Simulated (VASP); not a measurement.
AlN: single point with PBE

Crystal: AlN.

```xyz
4
Lattice="3.3135 0.0000 0.0000 -1.6567 2.8696 0.0000 0.0000 0.0000 4.1876" Properties=species:S:1:pos:R:3 pbc="T T T"
Al    0.0000    1.9130    3.3006
Al    1.6567    0.9565    1.2068
N     0.0000    1.9130    0.7389
N     1.6567    0.9565    2.8327
```

This cell differs from its parent crystal: mode 4 frozen in at -0.308 Å and mode 10 at +0.000 Å (largest displacements).

- Program: VASP 6.6.1
- Task: single point
- Functional: PBE
- Potentials or basis: VASP PAW PBE potentials, release 64 (Al, N)
- Cutoff: 520 eV
- k mesh: 9 × 9 × 6
- Occupations: gaussian, width 0.05 eV
- Spin: no spin polarisation
- Dipole correction: no
- Further INCAR settings: ALGO = Normal; EDIFF = 1e-07; NBANDS = 16

```yaml
Pressure: 26.0 GPa
Largest_force: 6.524 eV/Å
Band_gap_on_the_k_mesh: 4.03 eV, direct
```

Forces in eV/Å, atoms in the order of the input:
```
Al   0.000  0.000 -6.524
Al   0.000  0.000 -6.524
N    0.000  0.000  6.524
N    0.000  0.000  6.524
```

Stress tensor (GPa, compression positive):
```
-10.76   0.00   0.00
  0.00 -10.76   0.00
  0.00   0.00  99.56
```

Levels at points of the mesh, in eV from the valence-band top:
```
           k point  band 4  band 5  band 6  band 7  band 8  band 9  band 10  band 11  band 12  band 13
(0.00, 0.00, 0.00)   -2.25   -2.25   -0.70   -0.70    0.00    4.03     4.97     9.23     9.23    11.87
(0.00, 0.00, 0.50)   -3.03   -1.51   -1.51   -1.51   -1.51    5.89     5.89     9.44     9.44     9.44
```

Run time: 18 s on 1 thread of Intel(R) Xeon(R) 6975P-C (Granite Rapids), on a shared host, peak memory 0.17 GiB.

Caveat: the cell differs from its parent crystal (mode 4 frozen in at -0.308 Å and mode 10 at +0.000 Å (largest displacements)); forces of over 1 eV/Å act on the atoms, so gaps and moduli don't describe the material at rest. A k mesh can miss the band edges.
